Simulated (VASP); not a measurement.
# Si (Imma) in VASP: notebook

Si is run at these levels: PBE; tasks: electric field gradients.

Everything below comes from runs of VASP 6.6.1. Logs are shortened: lines on timing, memory, paths and dates and some standing lists are left out, and cuts for length are marked.

## Step 1: The cell of the first run

It takes space group Imma (No. 74, orthorhombic). Conventional cell: a = 4.410 Å, b = 4.640 Å, c = 2.498 Å, α = 90.00°, β = 90.00°, γ = 90.00°. Within 3.3 Å of Si (site symmetry mm2) lie 10 Si at 2.34 to 3.21 Å.

## Step 2: Electric field gradients, PBE (12.78 Å³/atom)

Input file INCAR:

```
PREC = Accurate
ENCUT = 520
EDIFF = 1E-8
ISMEAR = -1
SIGMA = 0.05
LREAL = False
LASPH = True
NELM = 100
ALGO = Normal
ISIF = 2
LWAVE = False
LCHARG = False
GGA = PE
LEFG = True
NBANDS = 11
```

Input file KPOINTS:

```
Automatic mesh
0
Gamma
  16 16 16
```

Input file POSCAR:

```
Si
1.0
   -2.2050483307      2.3201496985      1.2489722886
    2.2050483307     -2.3201496985      1.2489722886
    2.2050483307      2.3201496985     -1.2489722886
Si
2
Direct
    0.8070000000      0.5570000000      0.2500000000
    0.1930000000      0.4430000000      0.7500000000
```

Potentials or basis: VASP PAW PBE potentials, release 64 (Si).

Command:

```bash
> cat potpaw_PBE.64/Si/POTCAR > POTCAR
> mpirun -np 1 vasp_std > vasp.out
```

OUTCAR:

```text
PREC = Accurate
   ENCUT = 520
   EDIFF = 1E-8
   ISMEAR = -1
   LREAL = False
   LASPH = True
   NELM = 100
   ISIF = 2
   GGA = PE

 ion  position               nearest neighbor table
   1  0.807  0.557  0.250-   2 2.34   2 2.34   2 2.41   2 2.41   2 2.69   2 2.69
   2  0.193  0.443  0.750-   1 2.34   1 2.34   1 2.41   1 2.41   1 2.69   1 2.69

  LATTYP: Found a body centered orthorhombic cell.
 ALAT       =     2.4979445772
 B/A-ratio  =     1.7654901961
 C/A-ratio  =     1.8576470588

  Lattice vectors:

 A1 = (   2.2050483307,  -2.3201496985,   1.2489722886)
 A2 = (  -2.2050483307,  -2.3201496985,  -1.2489722886)
 A3 = (   2.2050483307,   2.3201496985,  -1.2489722886)

Analysis of symmetry for initial positions (statically):
=====================================================================
 Subroutine PRICEL returns:
 Original cell was already a primitive cell.

 Routine SETGRP: Setting up the symmetry group for a
 body centered orthorhombic supercell.

 Subroutine GETGRP returns: Found  8 space group operations
 (whereof  4 operations were pure point group operations)
 out of a pool of  8 trial point group operations.

The static configuration has the point symmetry C_2h.
 The point group associated with its full space group is D_2h.

Analysis of symmetry for dynamics (positions and initial velocities):
=====================================================================
 Subroutine PRICEL returns:
 Original cell was already a primitive cell.

 Routine SETGRP: Setting up the symmetry group for a
 body centered orthorhombic supercell.

 Subroutine GETGRP returns: Found  8 space group operations
 (whereof  4 operations were pure point group operations)
 out of a pool of  8 trial point group operations.

The dynamic configuration has the point symmetry C_2h.
 The point group associated with its full space group is D_2h.

 Subroutine INISYM returns: Found  8 space group operations
 (whereof  4 operations are pure point group operations),
 and found     1 'primitive' translations

----------------------------------------------------------------------------------------

                                     Primitive cell

  volume of cell :      25.5592

  direct lattice vectors                    reciprocal lattice vectors
    -2.205048331  2.320149698  1.248972289     0.000000000  0.215503336  0.400329138
     2.205048331 -2.320149698  1.248972289     0.226752400  0.000000000  0.400329138
     2.205048331  2.320149698 -1.248972289     0.226752400  0.215503336  0.000000000

  length of vectors
     3.435879006  3.435879006  3.435879006     0.454648333  0.460087024  0.312823174

  position of ions in fractional coordinates (direct lattice)
     0.807000000  0.557000000  0.250000000
     0.193000000  0.443000000  0.750000000

  ion indices of the primitive-cell ions
   primitive index   ion index
                 1           1
                 2           2

----------------------------------------------------------------------------------------

 KPOINTS: Automatic mesh

Automatic generation of k-mesh.
 Grid dimensions read from file:
 generate k-points for:   16   16   16

 Generating k-lattice:

  Cartesian coordinates                     Fractional coordinates (reciprocal lattice)
     0.000000000  0.013468958  0.025020571     0.062500000  0.000000000  0.000000000
     0.014172025  0.000000000  0.025020571    -0.000000000  0.062500000  0.000000000
     0.014172025  0.013468958  0.000000000    -0.000000000  0.000000000  0.062500000

  Length of vectors
     0.028415521  0.028755439  0.019551448

  Shift w.r.t. Gamma in fractional coordinates (k-lattice)
     0.000000000  0.000000000  0.000000000

 Subroutine IBZKPT returns following result:
 ===========================================

 Found    621 irreducible k-points:

 Following reciprocal coordinates:
            Coordinates               Weight
  0.000000  0.000000  0.000000      1.000000
  0.062500  0.000000 -0.000000      4.000000
  0.125000  0.000000 -0.000000      4.000000
  0.187500  0.000000  0.000000      4.000000
  0.250000  0.000000 -0.000000      4.000000
  0.312500  0.000000 -0.000000      4.000000
[... 16 lines left out ...]
 -0.187500  0.062500  0.000000      8.000000
 -0.125000  0.062500  0.000000      8.000000
 [... further k-points ...]
   k-points           NKPTS =    621   k-points in BZ     NKDIM =    621   number of bands    NBANDS=     11
   number of dos      NEDOS =    301   number of ions     NIONS =      2
   total plane-waves  NPLWV =  21952
   dimension x,y,z NGX =    28 NGY =   28 NGZ =   28
   dimension x,y,z NGXF=    56 NGYF=   56 NGZF=   56
   ions per type =               2
   NGX,Y,Z   is equivalent  to a cutoff of  13.55, 13.55, 13.55 a.u.
   NGXF,Y,Z  is equivalent  to a cutoff of  27.10, 27.10, 27.10 a.u.
 SYSTEM =  unknown system
   PREC   = accura    normal or accurate (medium, high low for compatibility)
   ISTART =      0    job   : 0-new  1-cont  2-samecut
   ICHARG =      2    charge: 1-file 2-atom 10-const
   ISPIN  =      1    spin polarized calculation?
   LNONCOLLINEAR =      F non collinear calculations
   LSORBIT =      F    spin-orbit coupling
   LASPH  =      T    aspherical Exc in radial PAW
   ENCUT  =  520.0 eV  38.22 Ry    6.18 a.u.   6.39  6.39  6.39*2*pi/ulx,y,z
   NELM   =    100;   NELMIN=  2; NELMDL= -5     # of ELM steps
   EDIFF  = 0.1E-07   stopping-criterion for ELM
   LREAL  =      F    real-space projection
   EDIFFG = 0.1E-06   stopping-criterion for IOM
   NSW    =      0    number of steps for IOM
   IBRION =     -1    ionic relax: 0-MD 1-quasi-New 2-CG
   NFREE  =      0    steps in history (QN), initial steepest desc. (CG)
   ISIF   =      2    stress and relaxation
   ISYM   =      2    0-nonsym 1-usesym 2-fastsym
   POTIM  = 0.5000    time-step for ionic-motion
   TEBEG  =    0.0;   TEEND  =   0.0 temperature during run
   PSTRESS=    0.0 pullay stress
   NELECT =       8.0000    total number of electrons
   NUPDOWN=      -1.0000    fix difference up-down
   EMIN   =  10.00;   EMAX   =-10.00  energy-range for DOS
   EFERMI =   0.00;   METHOD = LEGACY
   ISMEAR =    -1;   SIGMA  =   0.05  broadening in eV -4-tet -1-fermi 0-gaus
   EFERMI_NEDOS =   21; number of points for ismear=-14 and -15
   IALGO  =     38    algorithm
   IMIX   =      4    mixing-type and parameters
     AMIX     =   0.40;   BMIX     =  1.00
     AMIX_MAG =   1.60;   BMIX_MAG =  1.00
  volume/ion in A,a.u.               =      12.78        86.24
  Fermi-wavevector in a.u.,A,eV,Ry     =   1.111533  2.100494 16.810087  1.235507
  Thomas-Fermi vector in A             =   2.248098
   LORBIT       =      0    0 simple, 1 ext, 2 COOP (PROOUT), +10 PAW based schemes
   GGA     = PE    functional components
   LHFCALC =     F    Hartree Fock is set to
   AEXX    =    0.0000 exact exchange contribution
   IVDW    =     0    specifies the selected vdW correction
   LEPSILON=     F    determine dielectric tensor
   LRPA    =     F    only Hartree local field effects (RPA)
 non-spin polarized calculation
  energy-cutoff  :      520.00
  volume of cell :       25.56
 maximum number of plane-waves:       704
 NGX is ok and might be reduce to    28
   NGX = 13   NGY = 13   NGZ = 13

 number of electron       8.0000000 magnetization

 Free energy of the ion-electron system (eV)
  ---------------------------------------------------
  ext. energy  EPLUGINS =         0.00000000
  ---------------------------------------------------
  free energy    TOTEN  =        -9.88930205 eV

  energy without entropy =       -9.88333796  energy(sigma->0) =       -9.88632000

 E-fermi :  11.5686     XC(G=0): -11.6335

 val. band max:       11.5680110867   @ k =   0.5000   0.5000   0.0625
 cond. band min:      11.5693676732   @ k =   0.3750   0.1250   0.0000
 fundamental gap:      0.0013565865
 Fermi energy:        11.5686278746

 k-point     1 :       0.0000    0.0000    0.0000
  band No.  band energies     occupation
      1      -3.8406      2.00000
      2       8.4429      2.00000
      3       8.9649      2.00000
      4      10.1235      2.00000
      5      12.3557      0.00000
      6      19.4196      0.00000
      7      21.2218      0.00000
      8      22.0911      0.00000
      9      22.8725      0.00000
     10      23.0460      0.00000
     11      23.9665      0.00000

 k-point     2 :       0.0625    0.0000   -0.0000
  band No.  band energies     occupation
      1      -3.7237      2.00000
      2       8.3885      2.00000
      3       8.6873      2.00000
      4      10.5804      2.00000
      5      12.6318      0.00000
      6      18.6851      0.00000
      7      20.5808      0.00000
      8      21.5382      0.00000
      9      22.1470      0.00000
     10      22.6295      0.00000
     11      23.9805      0.00000

 k-point     3 :       0.1250    0.0000   -0.0000
  band No.  band energies     occupation
      1      -3.3735      2.00000
      2       8.2886      2.00000
      3       8.3163      2.00000
      4      11.4474      1.83722
      5      13.3947      0.00000
      6      17.4175      0.00000
      7      18.2486      0.00000
      8      20.3913      0.00000
      9      20.6245      0.00000
     10      21.7011      0.00000
     11      23.8494      0.00000

 k-point     4 :       0.1875    0.0000    0.0000
  band No.  band energies     occupation
      1      -2.7915      2.00000
      2       8.0984      2.00000
      3       8.2515      2.00000
      4      12.1968      0.00001
      5      14.5250      0.00000
      6      16.0240      0.00000
      7      16.1419      0.00000
      8      18.4392      0.00000
      9      19.3859      0.00000
     10      20.4349      0.00000
     11      24.8375      0.00000
[... 239 lines left out ...]
 k-point    22 :      -0.2500    0.0625    0.0000
  band No.  band energies     occupation
      1      -2.5810      2.00000
      2       6.8369      2.00000
      3       8.4705      2.00000
      4      12.5137      0.00000
      5      15.1721      0.00000
      6      15.3584      0.00000
      7      16.3257      0.00000
      8      18.2856      0.00000
      9      19.4459      0.00000
     10      21.2631      0.00000
     11      24.1108      0.00000

 k-point    23 :      -0.1875    0.0625    0.0000
  band No.  band energies     occupation
      1      -3.2144      2.00000
      2       6.9918      2.00000
      3       8.5380      2.00000
      4      11.9915      0.00042
      5      14.3705      0.00000
      6      16.4803      0.00000
      7      17.8647      0.00000
      8      19.9497      0.00000
      9      20.9571      0.00000
     10      22.3275      0.00000
     11      23.8060      0.00000

 k-point    24 :      -0.1250    0.0625    0.0000
  band No.  band energies     occupation
      1      -3.6164      2.00000
      2       7.3305      2.00000
      3       8.7004      2.00000
      4      11.1749      1.99924
      5      13.4301      0.00000
      6      17.6576      0.00000
      7      20.2291      0.00000
      8      21.5395      0.00000
      9      22.1025      0.00000
     10      22.9498      0.00000
     11      24.4405      0.00000

 [... further k-points ...]

------------------------ aborting loop because EDIFF is reached ----------------------------------------

  FORCE on cell =-STRESS in cart. coord.  units (eV):
  Direction    XX          YY          ZZ          XY          YZ          ZX
  --------------------------------------------------------------------------------------
  -------------------------------------------------------------------------------------
  Total        4.1938458      4.9109867      4.1951274      0.0000000      0.0000000      0.0000000
  in kB      262.8912448    307.8452258    262.9715844      0.0000000      0.0000000      0.0000000
  external PRESSURE =     277.9026850 kB  Pullay stress =       0.0000000 kB

 VOLUME and BASIS-vectors are now :
 -----------------------------------------------------------------------------
  energy-cutoff  :      520.00
  volume of cell :       25.56
      direct lattice vectors                 reciprocal lattice vectors
    -2.205048331  2.320149698  1.248972289     0.000000000  0.215503336  0.400329138
     2.205048331 -2.320149698  1.248972289     0.226752400  0.000000000  0.400329138
     2.205048331  2.320149698 -1.248972289     0.226752400  0.215503336  0.000000000

 POSITION                                       TOTAL-FORCE (eV/Angst)
 -----------------------------------------------------------------------------------
     -0.00000      1.16007      1.39136         0.000000     -0.000000     -0.063865
      2.20505      1.16007     -0.14238        -0.000000      0.000000      0.063865
 -----------------------------------------------------------------------------------
    total drift:                                0.000000     -0.000000     -0.000000

  FREE ENERGIE OF THE ION-ELECTRON SYSTEM (eV)
  ---------------------------------------------------
  free  energy   TOTEN  =        -9.8893020499 eV

  energy  without entropy=       -9.8833379593  energy(sigma->0) =       -9.88632000

 Electric field gradients (V/A^2)
---------------------------------------------------------------------
 ion       V_xx      V_yy      V_zz      V_xy      V_xz      V_yz
---------------------------------------------------------------------
   1      10.705   -27.782    17.077     0.000     0.000     0.000
   2      10.705   -27.782    17.077     0.000     0.000     0.000
---------------------------------------------------------------------

 Electric field gradients after diagonalization (V/A^2)
 (convention: |V_zz| > |V_xx| > |V_yy|)
----------------------------------------------------------------------
 ion       V_xx      V_yy      V_zz     asymmetry (V_yy - V_xx)/ V_zz
----------------------------------------------------------------------
   1      17.077    10.705   -27.782       0.229
   2      17.077    10.705   -27.782       0.229
----------------------------------------------------------------------

           NMR quadrupolar parameters

 Cq : quadrupolar parameter    Cq=e*Q*V_zz/h
 eta: asymmetry parameters     (V_yy - V_xx)/ V_zz
 Q  : nuclear electric quadrupole moment in mb (millibarn)
----------------------------------------------------------------------
 ion       Cq(MHz)       eta       Q (mb)
----------------------------------------------------------------------
   1      -0.067       0.229       1.000
   2      -0.067       0.229       1.000
----------------------------------------------------------------------
```

Wall time 3.2 min (1 thread of Intel Xeon 8259CL, shared host); peak memory 0.26 GiB.

What came out:

```yaml
Free_energy: -9.8893 eV
Pressure: 27.8 GPa
Largest_force: 0.064 eV/Å
Band_gap_on_the_k_mesh: zero (bands 4 and 5 overlap by 7.86 eV)
Largest_electric_field_gradient_by_atom: Si -27.8 V/Å²
```

Forces on the atoms (eV/Å):
```
Si   0.000  0.000 -0.064
Si   0.000  0.000  0.064
```

Levels at points of the mesh, in eV from the Fermi level:
```csv
k point,band 2,band 3,band 4,band 5,band 6,band 7
"(0.00, 0.00, 0.00)",-3.13,-2.60,-1.45,0.79,7.85,9.65
"(0.50, 0.00, 0.00)",-7.98,-1.83,-1.49,-1.23,-0.15,5.16
"(0.00, 0.50, 0.00)",-7.73,-2.96,-2.31,-1.22,0.79,5.51
"(0.50, 0.50, 0.00)",-11.91,0.10,0.10,3.06,3.06,9.16
"(0.50, 0.50, 0.50)",-8.37,-8.14,-7.84,6.07,6.62,15.19
```

Electric field gradients, principal values (V/Å²):
```
atom   least  middle  greatest (by size)
1 Si  10.705  17.077             -27.782
2 Si  10.705  17.077             -27.782
```

Caveat: the cell stands under pressure; without QUAD_EFG the Cq values of the log hold for a quadrupole moment of 1 mb, not for the nuclei.

[end of part 1 of 2]
